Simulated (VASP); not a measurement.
# ZnS (pbe) (P6_3mc) in VASP: notebook, part 2 of 2

VASP 6.6.1.

### 3 Single point, PBE

File INCAR:

```
ALGO = Normal
EDIFF = 1E-6
ENCUT = 520
GGA = PE
ISIF = 2
ISMEAR = 0
LASPH = True
LCHARG = False
LREAL = False
LWAVE = False
NBANDS = 26
NELM = 60
PREC = Accurate
SIGMA = 0.01
```

File KPOINTS:

```
k-points
0
Gamma
  9 9 6
```

File POSCAR:

```
ZnS
1.0
    3.8451345355      0.0000000000      0.0000000000
   -1.9225672678      3.3299841887      0.0000000000
    0.0000000000      0.0000000000      6.3057239286
Zn S
2 2
Direct
    0.3333333333      0.6666666667     -0.0374027280
    0.6666666667      0.3333333333      0.4625972720
    0.3333333333      0.6666666667      0.4124027280
    0.6666666667      0.3333333333      0.9124027280
```

Potentials or basis: VASP PAW PBE potentials, release 64 (Zn, S).

The run is started by

```bash
> cat potpaw_PBE.64/Zn/POTCAR potpaw_PBE.64/S/POTCAR > POTCAR
> mpirun -np 1 vasp_std > vasp.out
```

OUTCAR:

```text
EDIFF = 1E-6
   ENCUT = 520
   GGA = PE
   ISIF = 2
   ISMEAR = 0
   LASPH = True
   LREAL = False
   NELM = 60
   PREC = Accurate

 ion  position               nearest neighbor table
   1  0.333  0.667  0.963-   4 2.24   4 2.24   4 2.24   3 2.84
   2  0.667  0.333  0.463-   3 2.24   3 2.24   3 2.24   4 2.84
   3  0.333  0.667  0.412-   2 2.24   2 2.24   2 2.24   1 2.84
   4  0.667  0.333  0.912-   1 2.24   1 2.24   1 2.24   2 2.84

  LATTYP: Found a hexagonal cell.
 ALAT       =     3.8451345355
 C/A-ratio  =     1.6399228350

  Lattice vectors:

 A1 = (   3.8451345355,   0.0000000000,   0.0000000000)
 A2 = (  -1.9225672678,   3.3299841887,   0.0000000000)
 A3 = (   0.0000000000,   0.0000000000,   6.3057239286)

Analysis of symmetry for initial positions (statically):
=====================================================================
 Subroutine PRICEL returns:
 Original cell was already a primitive cell.

 Routine SETGRP: Setting up the symmetry group for a
 hexagonal supercell.

 Subroutine GETGRP returns: Found 12 space group operations
 (whereof  6 operations were pure point group operations)
 out of a pool of 24 trial point group operations.

The static configuration has the point symmetry C_3v.
 The point group associated with its full space group is C_6v.

Analysis of symmetry for dynamics (positions and initial velocities):
=====================================================================
 Subroutine PRICEL returns:
 Original cell was already a primitive cell.

 Routine SETGRP: Setting up the symmetry group for a
 hexagonal supercell.

 Subroutine GETGRP returns: Found 12 space group operations
 (whereof  6 operations were pure point group operations)
 out of a pool of 24 trial point group operations.

[... 115 lines left out ...]
   PSTRESS=    0.0 pullay stress
   NELECT =      36.0000    total number of electrons
   NUPDOWN=      -1.0000    fix difference up-down
   EMIN   =  10.00;   EMAX   =-10.00  energy-range for DOS
   EFERMI =   0.00;   METHOD = LEGACY
   ISMEAR =     0;   SIGMA  =   0.01  broadening in eV -4-tet -1-fermi 0-gaus
   EFERMI_NEDOS =   21; number of points for ismear=-14 and -15
   IALGO  =     38    algorithm
   IMIX   =      4    mixing-type and parameters
     AMIX     =   0.40;   BMIX     =  1.00
     AMIX_MAG =   1.60;   BMIX_MAG =  1.00
  volume/ion in A,a.u.               =      20.18       136.22
  Fermi-wavevector in a.u.,A,eV,Ry     =   1.250680  2.363442 21.282230  1.564200
  Thomas-Fermi vector in A             =   2.384663
   LORBIT       =      0    0 simple, 1 ext, 2 COOP (PROOUT), +10 PAW based schemes
   GGA     = PE    functional components
   LHFCALC =     F    Hartree Fock is set to
   AEXX    =    0.0000 exact exchange contribution
   IVDW    =     0    specifies the selected vdW correction
   LEPSILON=     F    determine dielectric tensor
   LRPA    =     F    only Hartree local field effects (RPA)
 non-spin polarized calculation
 Gauss-broadening in eV      SIGMA  =   0.01
  energy-cutoff  :      520.00
  volume of cell :       80.74
 maximum number of plane-waves:      2208
 NGX is ok and might be reduce to    30
   NGX = 15   NGY = 15   NGZ = 23

 number of electron      36.0000012 magnetization

 Free energy of the ion-electron system (eV)
  ---------------------------------------------------
  ext. energy  EPLUGINS =         0.00000000
  ---------------------------------------------------
  free energy    TOTEN  =       -13.14669432 eV

  energy without entropy =      -13.14669432  energy(sigma->0) =      -13.14669432

 E-fermi :   1.9444     XC(G=0):  -9.4952

 val. band max:        1.8411461453   @ k =   0.0000   0.0000   0.0000
 cond. band min:       4.1771578756   @ k =   0.0000   0.0000   0.0000
 fundamental gap:      2.3360117303
 Fermi energy:         1.9443808967

 k-point     1 :       0.0000    0.0000    0.0000
  band No.  band energies     occupation
      1     -11.2139      2.00000
      2     -10.4707      2.00000
      3      -4.7084      2.00000
      4      -4.7084      2.00000
      5      -4.7020      2.00000
      6      -4.7020      2.00000
[... 685 lines left out ...]
     25      11.9151      0.00000
     26      11.9248      0.00000

 [... further k-points ...]
[... 5 lines left out ...]
  --------------------------------------------------------------------------------------
  -------------------------------------------------------------------------------------
  Total        2.9881539      2.9881539     -0.2281536     -0.0000000      0.0000000      0.0000000
  in kB       59.2959295     59.2959295     -4.5274030     -0.0000000      0.0000000      0.0000000
  external PRESSURE =      38.0214854 kB  Pullay stress =       0.0000000 kB

 VOLUME and BASIS-vectors are now :
 -----------------------------------------------------------------------------
  energy-cutoff  :      520.00
  volume of cell :       80.74
      direct lattice vectors                 reciprocal lattice vectors
     3.845134536  0.000000000  0.000000000     0.260068924  0.150150863  0.000000000
    -1.922567268  3.329984189  0.000000000     0.000000000  0.300301726  0.000000000
     0.000000000  0.000000000  6.305723929     0.000000000  0.000000000  0.158586074

 POSITION                                       TOTAL-FORCE (eV/Angst)
 -----------------------------------------------------------------------------------
     -0.00000      2.21999      6.06987        -0.000000      0.000000      0.651766
      1.92257      1.10999      2.91701         0.000000      0.000000      0.651766
     -0.00000      2.21999      2.60050        -0.000000     -0.000000     -0.651766
      1.92257      1.10999      5.75336         0.000000      0.000000     -0.651766
 -----------------------------------------------------------------------------------
    total drift:                                0.000000      0.000001     -0.001471

  FREE ENERGIE OF THE ION-ELECTRON SYSTEM (eV)
  ---------------------------------------------------
  free  energy   TOTEN  =       -13.1466943157 eV

  energy  without entropy=      -13.1466943157  energy(sigma->0) =      -13.14669432
```

stdout:

```text
POSCAR found type information on POSCAR ZnS
 POSCAR found :  2 types and       4 ions
 scaLAPACK will be used
 LDA part: xc-table for (Slater+PW92), standard interpolation
 POSCAR, INCAR and KPOINTS ok, starting setup
 FFT: planning ... GRIDC
 FFT: planning ... GRID_SOFT
 FFT: planning ... GRID
 WAVECAR not read
 entering main loop
```

Wall time 39 s (1 thread of Intel Xeon 6975P-C (Granite Rapids), shared host); peak memory 0.23 GiB.

What came out:

| Property | Result |
| --- | --- |
| Free energy | -13.1467 eV |
| Pressure | 3.8 GPa |
| Largest force | 0.652 eV/Å |
| Band gap on the k mesh | 2.34 eV, direct |

Forces on the atoms (eV/Å):
```
Zn   0.000  0.000  0.652
Zn   0.000  0.000  0.652
S    0.000  0.000 -0.652
S    0.000  0.000 -0.652
```

Levels at points of the mesh, in eV from the valence-band top:
```tsv
k point	band 15	band 16	band 17	band 18	band 19	band 20	band 21	band 22
(0.00, 0.00, 0.00)	-0.68	-0.12	-0.12	0.00	2.34	2.47	6.27	6.27
(0.00, 0.00, 0.50)	-0.40	-0.40	-0.40	-0.40	3.13	3.13	6.58	6.58
```

A k mesh can miss the band edges.

### 4 Single point, PBE

File INCAR:

```
PREC     = Accurate       # precision mode
ENCUT    = 520            # plane-wave cutoff, eV
EDIFF    = 1E-6           # SCF threshold, eV
ISMEAR   = 0              # smearing method
SIGMA    = 0.01           # smearing width, eV
LREAL    = F              # projectors in reciprocal space
LASPH    = T              # aspherical terms in the spheres
NELM     = 80             # most SCF steps
ALGO     = Normal         # electronic algorithm
ISIF     = 2              # what is computed and relaxed
LWAVE    = F              # write WAVECAR
LCHARG   = F              # write CHGCAR
GGA      = PE             # functional
NBANDS   = 26             # bands
```

File KPOINTS:

```
Automatic mesh
0
Gamma
  9 9 6
```

File POSCAR:

```
ZnS
1.0
    3.8451345355      0.0000000000      0.0000000000
   -1.9225672678      3.3299841887      0.0000000000
    0.0000000000      0.0000000000      6.3057239286
Zn S
2 2
Direct
    0.3333333333      0.6666666667     -0.0468142050
    0.6666666667      0.3333333333      0.4531857950
    0.3333333333      0.6666666667      0.4218142050
    0.6666666667      0.3333333333      0.9218142050
```

The run is started by

```bash
> cat potpaw_PBE.64/Zn/POTCAR potpaw_PBE.64/S/POTCAR > POTCAR
> mpirun -np 1 vasp_std > vasp.out
```

Wall time 38 s (1 thread of Intel Xeon 6975P-C (Granite Rapids), shared host); peak memory 0.24 GiB.

It converged, with:

```
Free energy            : -13.0133 eV
Pressure               : 4.6 GPa
Largest force          : 0.458 eV/Å
Band gap on the k mesh : 2.42 eV, indirect (the least direct gap lies 1.5 meV higher)
```

Forces in eV/Å, atoms in the order of the input:
```
Zn   0.000  0.000  0.458
Zn   0.000  0.000  0.458
S    0.000  0.000 -0.458
S    0.000  0.000 -0.458
```

Stress tensor (GPa, compression positive):
```
6.88 0.00 0.00
0.00 6.88 0.00
0.00 0.00 0.17
```

Levels at points of the mesh, in eV from the valence-band top:
```csv
k point,band 16,band 17,band 18,band 19,band 20,band 21
"(0.00, 0.00, 0.00)",-0.09,-0.09,0.00,2.42,2.44,6.30
"(0.00, 0.00, 0.50)",-0.36,-0.36,-0.36,3.12,3.12,6.60
```

A k mesh can miss the band edges. A hybrid or GW would open this gap; PBE tends to underestimate it.

### 5 Relaxation of cell and atoms, PBE

This run uses another cell than the first one, of 19.81 Å³/atom, 0.982 times its volume.

File INCAR:

```
SYSTEM = ZnS
  PREC = Accurate
  ENCUT = 600
  EDIFF = 1E-6
  ISMEAR = 0
  SIGMA = 0.02
  LREAL = .False.
  LASPH = .True.
  NELM = 80
  ALGO = Normal
  ISIF = 3
  LWAVE = .False.
  LCHARG = .False.
  GGA = PE
  IBRION = 2
  NSW = 100
  EDIFFG = -0.002
```

File KPOINTS:

```
Automatic mesh
0
Gamma
  9 9 6
  0 0 0
```

File POSCAR:

```
ZnS
1.0
    3.8230000000      0.0000000000      0.0000000000
   -1.9115000000      3.3108151187      0.0000000000
    0.0000000000      0.0000000000      6.2610000000
Zn S
2 2
Direct
    0.3333333333      0.6666666667      0.0000000000
    0.6666666667      0.3333333333      0.5000000000
    0.3333333333      0.6666666667      0.3750000000
    0.6666666667      0.3333333333      0.8750000000
```

The run is started by

```bash
> cat potpaw_PBE.64/Zn/POTCAR potpaw_PBE.64/S/POTCAR > POTCAR
> mpirun -np 1 vasp_std > vasp.out
```

It took 6.1 min on 1 thread of Intel Xeon 8259CL, shared host; peak memory 0.28 GiB.

The run converged. Its results:

- Free energy: -13.6935 eV
- Relaxed volume: 20.22 Å³/atom
- Relaxed cell: a = 3.847 Å, b = 3.847 Å, c = 6.309 Å, α = 90.00°, β = 90.00°, γ = 120.00°
- Space group after relaxing (to 0.05 Å): P6_3mc (No. 186)
- Energy gained by relaxing: 1.9 meV/atom
- Ionic steps: 6
- Pressure after relaxing: 0.0 GPa
- Band gap on the k mesh: 2.07 eV, direct

Step by step:
```csv
step,energy change (eV),largest force (eV/Å),pressure (GPa),volume (Å³)
1,0.0000,0.0126,1.49,79.25
2,-0.0070,0.0039,-0.36,81.38
3,-0.0076,0.0058,-0.01,80.92
4,-0.0076,0.0060,0.03,80.88
5,-0.0076,0.0045,0.01,80.88
6,-0.0076,0.0008,0.00,80.88
```

Final structure:
```yaml
crystal:
  lattice:
    - [3.84744, 0.00000, 0.00000]
    - [-1.92372, 3.33198, 0.00000]
    - [0.00000, 0.00000, 6.30927]
  atoms:
    - { symbol: Zn, position: [0.33333, 0.66667, 0.00023] }
    - { symbol: Zn, position: [0.66667, 0.33333, 0.50023] }
    - { symbol: S, position: [0.33333, 0.66667, 0.37477] }
    - { symbol: S, position: [0.66667, 0.33333, 0.87477] }
```

Levels at points of the mesh, in eV from the valence-band top:
```tsv
k point	band 16	band 17	band 18	band 19	band 20	band 21
(0.00, 0.00, 0.00)	-0.07	0.00	0.00	2.07	3.05	6.33
(0.00, 0.00, 0.50)	-0.45	-0.45	-0.45	3.47	3.47	6.75
```

As with any semilocal functional, this PBE gap is likely too small.
